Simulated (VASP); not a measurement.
# SiC3 (P4/mmm) in VASP: relaxation of cell and atoms with PBE

Aim: the relaxation of cell and atoms of SiC3 with PBE.

Program: VASP 6.6.1. These are calculated values, not measurements. Logs are shortened: lines on timing, memory, paths and dates and some standing lists are left out, and cuts for length are marked.

### Step 1. The cell of the first run

The structure is tetragonal, space group P4/mmm (No. 123). The conventional cell has a = 3.576 Å, b = 3.576 Å, c = 3.404 Å, α = 90.00°, β = 90.00°, γ = 90.00°. Within 2.3 Å of Si (site symmetry 4/mmm) lie 2 C at 1.70 Å. Within 1.8 Å of C (site symmetry 4mm) lie 1 C at 1.35 Å. C (site symmetry 4/mmm) has 2 Si at 1.70 Å within 2.3 Å.

### Step 2. Relaxation of cell and atoms, PBE

INCAR reads:

```
PREC = Accurate
ENCUT = 600
EDIFF = 1E-6
ISMEAR = 0
SIGMA = 0.1
LREAL = F
LASPH = T
NELM = 80
ALGO = Normal
ISIF = 3
LWAVE = F
LCHARG = F
GGA = PE
IBRION = 2
NSW = 100
EDIFFG = -0.01
```

KPOINTS reads:

```
regular mesh
0
Gamma
  14 14 14
```

POSCAR reads:

```
SiC3
1.0
    3.5756953956      0.0000000000      0.0000000000
    0.0000000000      3.5756953956      0.0000000000
    0.0000000000      0.0000000000      3.4043471581
Si C
1 3
Direct
    0.5000000000      0.5000000000      0.5000000000
    0.0000000000      0.0000000000      0.6987637048
    0.5000000000      0.5000000000      0.0000000000
    0.0000000000      0.0000000000      0.3012362952
```

Potentials or basis: VASP PAW PBE potentials, release 64 (Si, C).

Launch:

```console
$ cat potpaw_PBE.64/Si/POTCAR potpaw_PBE.64/C/POTCAR > POTCAR
$ mpirun -np 1 vasp_std > vasp.out
```

OUTCAR:

```text
PREC = Accurate
   ENCUT = 600
   EDIFF = 1E-6
   ISMEAR = 0
   LREAL = F
   LASPH = T
   NELM = 80
   ISIF = 3
   GGA = PE
   IBRION = 2
   NSW = 100
   EDIFFG = -0.01

 ion  position               nearest neighbor table
   1  0.500  0.500  0.500-   3 1.70   3 1.70
   2  0.000  0.000  0.699-   4 1.35   4 2.05
   3  0.500  0.500  0.000-   1 1.70   1 1.70
   4  0.000  0.000  0.301-   2 1.35   2 2.05

  LATTYP: Found a simple tetragonal cell.
 ALAT       =     3.5756953956
 C/A-ratio  =     0.9520797443

  Lattice vectors:

 A1 = (   3.5756953956,   0.0000000000,   0.0000000000)
 A2 = (   0.0000000000,   3.5756953956,   0.0000000000)
 A3 = (   0.0000000000,   0.0000000000,   3.4043471581)

Analysis of symmetry for initial positions (statically):
=====================================================================
 Subroutine PRICEL returns:
 Original cell was already a primitive cell.

 Routine SETGRP: Setting up the symmetry group for a
 simple tetragonal supercell.

 Subroutine GETGRP returns: Found 16 space group operations
 (whereof 16 operations were pure point group operations)
 out of a pool of 16 trial point group operations.

The static configuration has the point symmetry D_4h.

Analysis of symmetry for dynamics (positions and initial velocities):
=====================================================================
 Subroutine PRICEL returns:
 Original cell was already a primitive cell.

 Routine SETGRP: Setting up the symmetry group for a
 simple tetragonal supercell.

 Subroutine GETGRP returns: Found 16 space group operations
 (whereof 16 operations were pure point group operations)
 out of a pool of 16 trial point group operations.

The dynamic configuration has the point symmetry D_4h.

 Subroutine INISYM returns: Found 16 space group operations
 (whereof 16 operations are pure point group operations),
 and found     1 'primitive' translations

----------------------------------------------------------------------------------------

                                     Primitive cell

  volume of cell :      43.5266

  direct lattice vectors                    reciprocal lattice vectors
     3.575695396  0.000000000  0.000000000     0.279665880  0.000000000  0.000000000
     0.000000000  3.575695396  0.000000000     0.000000000  0.279665880  0.000000000
     0.000000000  0.000000000  3.404347158     0.000000000  0.000000000  0.293742076

  length of vectors
     3.575695396  3.575695396  3.404347158     0.279665880  0.279665880  0.293742076

  position of ions in fractional coordinates (direct lattice)
     0.500000000  0.500000000  0.500000000
     0.000000000  0.000000000  0.698763705
     0.500000000  0.500000000  0.000000000
     0.000000000  0.000000000  0.301236295

  ion indices of the primitive-cell ions
   primitive index   ion index
                 1           1
                 2           2
                 3           3
                 4           4

----------------------------------------------------------------------------------------

 KPOINTS: regular mesh

Automatic generation of k-mesh.
 Grid dimensions read from file:
 generate k-points for:   14   14   14

 Generating k-lattice:

  Cartesian coordinates                     Fractional coordinates (reciprocal lattice)
     0.019976134  0.000000000  0.000000000     0.071428571  0.000000000  0.000000000
     0.000000000  0.019976134  0.000000000     0.000000000  0.071428571  0.000000000
     0.000000000  0.000000000  0.020981577     0.000000000  0.000000000  0.071428571

  Length of vectors
     0.019976134  0.019976134  0.020981577

  Shift w.r.t. Gamma in fractional coordinates (k-lattice)
     0.000000000  0.000000000  0.000000000

 Subroutine IBZKPT returns following result:
 ===========================================

 Found    288 irreducible k-points:

 Following reciprocal coordinates:
            Coordinates               Weight
  0.000000  0.000000  0.000000      1.000000
  0.071429  0.000000  0.000000      4.000000
  0.142857  0.000000  0.000000      4.000000
  0.214286  0.000000  0.000000      4.000000
  0.285714  0.000000  0.000000      4.000000
  0.357143  0.000000  0.000000      4.000000
[... 16 lines left out ...]
  0.285714  0.214286  0.000000      8.000000
  0.357143  0.214286  0.000000      8.000000
 [... further k-points ...]
   k-points           NKPTS =    288   k-points in BZ     NKDIM =    288   number of bands    NBANDS=     12
   number of dos      NEDOS =    301   number of ions     NIONS =      4
   total plane-waves  NPLWV =  25200
   dimension x,y,z NGX =    30 NGY =   30 NGZ =   28
   dimension x,y,z NGXF=    60 NGYF=   60 NGZF=   56
   ions per type =               1   3
   NGX,Y,Z   is equivalent  to a cutoff of  13.95, 13.95, 13.67 a.u.
   NGXF,Y,Z  is equivalent  to a cutoff of  27.90, 27.90, 27.35 a.u.
 SYSTEM =  unknown system
   PREC   = accura    normal or accurate (medium, high low for compatibility)
   ISTART =      0    job   : 0-new  1-cont  2-samecut
   ICHARG =      2    charge: 1-file 2-atom 10-const
   ISPIN  =      1    spin polarized calculation?
   LNONCOLLINEAR =      F non collinear calculations
   LSORBIT =      F    spin-orbit coupling
   LASPH  =      T    aspherical Exc in radial PAW
   ENCUT  =  600.0 eV  44.10 Ry    6.64 a.u.   7.14  7.14  6.80*2*pi/ulx,y,z
   NELM   =     80;   NELMIN=  2; NELMDL= -5     # of ELM steps
   EDIFF  = 0.1E-05   stopping-criterion for ELM
   LREAL  =      F    real-space projection
   EDIFFG = -.1E-01   stopping-criterion for IOM
   NSW    =    100    number of steps for IOM
   IBRION =      2    ionic relax: 0-MD 1-quasi-New 2-CG
   NFREE  =      1    steps in history (QN), initial steepest desc. (CG)
   ISIF   =      3    stress and relaxation
   ISYM   =      2    0-nonsym 1-usesym 2-fastsym
   POTIM  = 0.5000    time-step for ionic-motion
   TEBEG  =    0.0;   TEEND  =   0.0 temperature during run
   PSTRESS=    0.0 pullay stress
   NELECT =      16.0000    total number of electrons
   NUPDOWN=      -1.0000    fix difference up-down
   EMIN   =  10.00;   EMAX   =-10.00  energy-range for DOS
   EFERMI =   0.00;   METHOD = LEGACY
   ISMEAR =     0;   SIGMA  =   0.10  broadening in eV -4-tet -1-fermi 0-gaus
   EFERMI_NEDOS =   21; number of points for ismear=-14 and -15
   IALGO  =     38    algorithm
   IMIX   =      4    mixing-type and parameters
     AMIX     =   0.40;   BMIX     =  1.00
     AMIX_MAG =   1.60;   BMIX_MAG =  1.00
  volume/ion in A,a.u.               =      10.88        73.43
  Fermi-wavevector in a.u.,A,eV,Ry     =   1.172726  2.216131 18.711904  1.375286
  Thomas-Fermi vector in A             =   2.309150
   LORBIT       =      0    0 simple, 1 ext, 2 COOP (PROOUT), +10 PAW based schemes
   GGA     = PE    functional components
   LHFCALC =     F    Hartree Fock is set to
   AEXX    =    0.0000 exact exchange contribution
   IVDW    =     0    specifies the selected vdW correction
   LEPSILON=     F    determine dielectric tensor
   LRPA    =     F    only Hartree local field effects (RPA)
 conjugate gradient relaxation of ions
 non-spin polarized calculation
 Gauss-broadening in eV      SIGMA  =   0.10
  energy-cutoff  :      600.00
  volume of cell :       43.53
 maximum number of plane-waves:      1472
 NGX is ok and might be reduce to    30
   NGX = 15   NGY = 15   NGZ = 13

--------------------------------------- Ionic step        1  -------------------------------------------

 number of electron      15.9999999 magnetization

 Free energy of the ion-electron system (eV)
  ---------------------------------------------------
  ext. energy  EPLUGINS =         0.00000000
  ---------------------------------------------------
  free energy    TOTEN  =       -23.22346320 eV

  energy without entropy =      -23.21248942  energy(sigma->0) =      -23.21797631

------------------------ aborting loop because EDIFF is reached ----------------------------------------

  FORCE on cell =-STRESS in cart. coord.  units (eV):
  Direction    XX          YY          ZZ          XY          YZ          ZX
  --------------------------------------------------------------------------------------
  -------------------------------------------------------------------------------------
  Total        0.2210016      0.2210016     -2.3953430      0.0000000      0.0000000      0.0000000
  in kB        8.1348788      8.1348788    -88.1705232      0.0000000      0.0000000      0.0000000
  external PRESSURE =     -23.9669219 kB  Pullay stress =       0.0000000 kB
[... 95 lines left out ...]
  FREE ENERGIE OF THE ION-ELECTRON SYSTEM (eV)
  ---------------------------------------------------
  free  energy   TOTEN  =       -23.2377727153 eV

  energy  without entropy=      -23.2298463131  energy(sigma->0) =      -23.23380951

 E-fermi :   4.1748     XC(G=0): -10.1766

 val. band max:        4.1742962619   @ k =   0.0714   0.0714   0.2857
 cond. band min:       4.1899834447   @ k =   0.3571   0.1429   0.1429
 fundamental gap:      0.0156871827
 Fermi energy:         4.1747803776

 k-point     1 :       0.0000    0.0000    0.0000
  band No.  band energies     occupation
      1     -11.2938      2.00000
      2      -7.5359      2.00000
      3      -1.6515      2.00000
      4      -0.7300      2.00000
      5      -0.6047      2.00000
      6      -0.6047      2.00000
      7       3.5299      2.00000
      8       4.2260      0.46926
      9       4.2260      0.46926
     10       5.9247      0.00000
     11       8.6705      0.00000
     12       9.6060      0.00000
[... 331 lines left out ...]
 k-point    24 :       0.3571    0.2143    0.0000
  band No.  band energies     occupation
      1     -10.6754      2.00000
      2      -8.2318      2.00000
      3      -1.9563      2.00000
      4      -1.3688      2.00000
      5      -0.4768      2.00000
      6      -0.1803      2.00000
      7       2.6428      2.00000
      8       3.2488      2.00000
      9       4.1320      1.45508
     10       7.1276      0.00000
     11       9.2411      0.00000
     12       9.6227      0.00000

 [... further k-points ...]

 E-fermi :   3.4070     XC(G=0):  -9.8294

 val. band max:        3.4058325285   @ k =   0.1429   0.0714   0.2857
 cond. band min:       3.4087018385   @ k =   0.5000   0.3571   0.1429
 fundamental gap:      0.0028693100
 Fermi energy:         3.4070172650

 k-point     1 :       0.0000    0.0000    0.0000
  band No.  band energies     occupation
      1     -11.6635      2.00000
      2      -8.3126      2.00000
      3      -2.8559      2.00000
      4      -1.1457      2.00000
      5      -1.1457      2.00000
      6      -0.9987      2.00000
      7       3.1348      1.99988
      8       3.1348      1.99988
      9       3.2685      1.94983
     10       5.7725      0.00000
     11       8.1822      0.00000
     12       9.2022      0.00000
[... 331 lines left out ...]
 k-point    24 :       0.3571    0.2143    0.0000
  band No.  band energies     occupation
      1     -11.2141      2.00000
      2      -8.8170      2.00000
      3      -2.9670      2.00000
      4      -1.8179      2.00000
      5      -0.8547      2.00000
      6      -0.7895      2.00000
      7       1.7133      2.00000
      8       3.0676      2.00000
      9       3.1249      1.99993
     10       6.8909      0.00000
     11       8.9521      0.00000
     12       9.1998      0.00000

 [... further k-points ...]

[... ionic steps 4 to 35 ...]

--------------------------------------- Ionic step       36  -------------------------------------------

 number of electron      15.9999997 magnetization

------------------------ aborting loop because EDIFF is reached ----------------------------------------
[... 71 lines left out ...]
--------------------------------------- Ionic step       38  -------------------------------------------

 number of electron      15.9999997 magnetization

 Free energy of the ion-electron system (eV)
  ---------------------------------------------------
  ext. energy  EPLUGINS =         0.00000000
  ---------------------------------------------------
  free energy    TOTEN  =       -24.06936279 eV

  energy without entropy =      -24.06936279  energy(sigma->0) =      -24.06936279

 E-fermi :   1.5630     XC(G=0):  -8.3838

 val. band max:        1.1512773158   @ k =   0.5000   0.0000   0.5000
 cond. band min:       2.1935014317   @ k =   0.5000   0.0000   0.0000
 fundamental gap:      1.0422241159
 Fermi energy:         1.5630218933

 k-point     1 :       0.0000    0.0000    0.0000
  band No.  band energies     occupation
      1     -13.6941      2.00000
      2     -10.8717      2.00000
      3      -5.9057      2.00000
      4      -3.0812      2.00000
      5      -3.0812      2.00000
      6      -2.5419      2.00000
      7      -0.4052      2.00000
      8      -0.4052      2.00000
      9       2.2074      0.00000
     10       4.1816      0.00000
     11       6.4451      0.00000
     12       7.9738      0.00000
[... 331 lines left out ...]
 k-point    24 :       0.3571    0.2143    0.0000
  band No.  band energies     occupation
      1     -13.6229      2.00000
      2     -10.9336      2.00000
      3      -5.9177      2.00000
      4      -3.3471      2.00000
      5      -2.9218      2.00000
      6      -2.5277      2.00000
      7      -1.1050      2.00000
      8      -0.4636      2.00000
      9       2.2042      0.00000
     10       5.2491      0.00000
     11       7.8964      0.00000
     12       7.9452      0.00000

 [... further k-points ...]

------------------------ aborting loop because EDIFF is reached ----------------------------------------

  FORCE on cell =-STRESS in cart. coord.  units (eV):
  Direction    XX          YY          ZZ          XY          YZ          ZX
  --------------------------------------------------------------------------------------
  -------------------------------------------------------------------------------------
  Total        0.0067306      0.0067306     -0.0253168      0.0000000     -0.0000000      0.0000000
  in kB        0.1617396      0.1617396     -0.6083759      0.0000000     -0.0000000      0.0000000
  external PRESSURE =      -0.0949656 kB  Pullay stress =       0.0000000 kB
[... 19 lines left out ...]
  FREE ENERGIE OF THE ION-ELECTRON SYSTEM (eV)
  ---------------------------------------------------
  free  energy   TOTEN  =       -24.0693627926 eV

  energy  without entropy=      -24.0693627926  energy(sigma->0) =      -24.06936279

 reached required accuracy - stopping structural energy minimisation
```

Run time: 24 min. Hardware: 1 thread of Intel Xeon 6975P-C (Granite Rapids), shared host; peak memory 0.33 GiB.

Results:

| Quantity | Value |
| --- | --- |
| Free energy | -24.0694 eV |
| Relaxed volume | 16.67 Å³/atom |
| Relaxed cell | a = 4.671 Å, b = 4.671 Å, c = 3.056 Å, α = 90.00°, β = 90.00°, γ = 90.00° |
| Space group after relaxing (to 0.1 Å) | P4/mmm (No. 123) |
| Energy gained by relaxing | 211.5 meV/atom |
| Ionic steps | 38 |
| Pressure after relaxing | 0.0 GPa |
| Largest force after relaxing | 0.007 eV/Å |
| Band gap on the k mesh | 1.04 eV (least direct gap 1.30 eV) |

Forces on the atoms (eV/Å):
```
Si   0.000  0.000  0.000
C    0.000  0.000 -0.007
C    0.000  0.000  0.000
C    0.000  0.000  0.007
```

The path:
| step | energy change (eV) | largest force (eV/Å) | pressure (GPa) | volume (Å³) |
| --- | --- | --- | --- | --- |
| 1 | 0.0000 | 0.1101 | -2.40 | 43.53 |
| 2 | 0.0332 | 2.2604 | 9.14 | 42.49 |
| 3 | -0.0143 | 0.6941 | 1.34 | 43.14 |
| 4 | -0.0328 | 0.1347 | 3.30 | 43.00 |
| 5 | -0.0330 | 0.1935 | 3.07 | 43.01 |
| 6 | -0.0333 | 0.7221 | -1.10 | 43.77 |
| 7 | -0.0374 | 0.2866 | 0.91 | 43.39 |
| 8 | -0.0449 | 0.1613 | 0.51 | 43.99 |
| 9 | -0.0544 | 0.2708 | -0.31 | 45.68 |
| 10 | -0.0605 | 0.0990 | -0.16 | 46.21 |
| 11 | -0.0655 | 0.1755 | -0.35 | 46.97 |
| 12 | -0.0854 | 0.7059 | -1.76 | 48.47 |
| 13 | -0.1888 | 1.4431 | -2.77 | 51.47 |
| 14 | -0.6718 | 1.8636 | -0.07 | 57.41 |
| 15 | 1.2476 | 2.0321 | 31.03 | 68.74 |
| 16 | -0.7211 | 1.5235 | 2.91 | 58.59 |
| 17 | -0.7206 | 1.5506 | 3.83 | 59.02 |
| 18 | -0.7218 | 1.5454 | 3.99 | 59.19 |
| 19 | -0.7234 | 1.5319 | 4.53 | 59.70 |
| 20 | -0.7261 | 1.5102 | 4.48 | 59.76 |
| 21 | -0.7340 | 1.4463 | 4.36 | 59.93 |
| 22 | -0.7490 | 1.3140 | 4.13 | 60.28 |
| 23 | -0.7755 | 1.0316 | 3.70 | 60.98 |
| 24 | -0.8141 | 0.3880 | 3.00 | 62.39 |
| 25 | -0.8277 | 1.2646 | 2.22 | 65.27 |
| 26 | -0.8333 | 0.6148 | 2.42 | 64.23 |
| 27 | -0.8406 | 0.2087 | 0.76 | 64.77 |
| 28 | -0.8412 | 0.0564 | 0.12 | 64.99 |
| 29 | -0.8418 | 0.0256 | 0.13 | 65.06 |
| 30 | -0.8432 | 0.0672 | 0.16 | 65.30 |
| 31 | -0.8441 | 0.2450 | 0.23 | 65.77 |
| 32 | -0.8447 | 0.1466 | 0.40 | 65.92 |
| 33 | -0.8450 | 0.0005 | 0.68 | 66.13 |
| 34 | -0.8456 | 0.0175 | 0.38 | 66.40 |
| 35 | -0.8458 | 0.0449 | -0.09 | 66.83 |
| 36 | -0.8459 | 0.0374 | 0.04 | 66.70 |
| 37 | -0.8459 | 0.0365 | 0.06 | 66.68 |
| 38 | -0.8459 | 0.0073 | -0.01 | 66.67 |

Final structure:
```
CELL_PARAMETERS angstrom
4.67119 0.00000 0.00000
0.00000 4.67119 0.00000
0.00000 0.00000 3.05556
ATOMIC_POSITIONS crystal
Si 0.50000 0.50000 0.50000
C 0.00000 0.00000 0.71474
C 0.50000 0.50000 0.00000
C 0.00000 0.00000 0.28526
```

Levels at points of the mesh, in eV from the valence-band top:
```
           k point  band 5  band 6  band 7  band 8  band 9  band 10  band 11  band 12
(0.00, 0.00, 0.00)   -4.23   -3.69   -1.56   -1.56    1.06     3.03     5.29     6.82
(0.50, 0.00, 0.00)   -3.85   -3.68   -2.58   -2.23    1.04     4.28     6.77     7.80
(0.50, 0.50, 0.00)   -4.79   -3.67   -1.40   -1.40    1.07     4.20     6.70     6.70
(0.00, 0.00, 0.50)   -1.77   -1.77   -0.32   -0.32    2.04     2.04     3.43     3.43
(0.50, 0.00, 0.50)   -1.71   -1.64   -0.20    0.00    1.30     1.52     1.95     2.92
(0.50, 0.50, 0.50)   -2.12   -2.12   -0.81   -0.81    2.19     2.19     3.17     3.17
```

Caveat: the volume moved by over 15 % at a fixed basis, so the end points are rough. A k mesh can miss the band edges.
